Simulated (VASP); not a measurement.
Input of a VASP 6.6.1 run:

The input INCAR:

```
PREC     = Accurate       # precision mode
ENCUT    = 520            # plane-wave cutoff, eV
EDIFF    = 1E-7           # SCF threshold, eV
ISMEAR   = 0              # smearing method
SIGMA    = 0.1            # smearing width, eV
LREAL    = False          # projectors in reciprocal space
LASPH    = True           # aspherical terms in the spheres
NELM     = 60             # most SCF steps
ALGO     = Normal         # electronic algorithm
ISIF     = 2              # what is computed and relaxed
LWAVE    = False          # write WAVECAR
LCHARG   = False          # write CHGCAR
GGA      = PE             # functional
NBANDS   = 24             # bands
```

File KPOINTS:

```
regular mesh
0
Gamma
  24 24 10
```

POSCAR

```
TaN
1.0
    2.8733447720      0.0000000000      0.0000000000
   -1.4366723860      2.4883895664      0.0000000000
    0.0000000000      0.0000000000      6.2697362409
Ta N
2 2
Direct
    0.0000000000      0.0000000000      0.0000000000
    0.0000000000      0.0000000000      0.5000000000
    0.3333333333      0.6666666667      0.2500000000
    0.6666666667      0.3333333333      0.7500000000
```

Potentials or basis: VASP PAW PBE potentials, release 64 (Ta_pv, N).

Command:

```console
$ cat potpaw_PBE.64/Ta_pv/POTCAR potpaw_PBE.64/N/POTCAR > POTCAR
$ mpirun -np 1 vasp_std > vasp.out
```

(1) Estimate the band gap on the k mesh.

(2) Estimate the pressure.

## Answers

(1) zero (band 16 reaches 8.05 eV, above the bottom of band 17 at 7.21 eV).

(2) -8.8 GPa.

Caveat: the cell differs from its parent crystal (uniaxial strain along c: +6.0 %); spin-orbit coupling is left out, which moves the levels of the heavy elements.
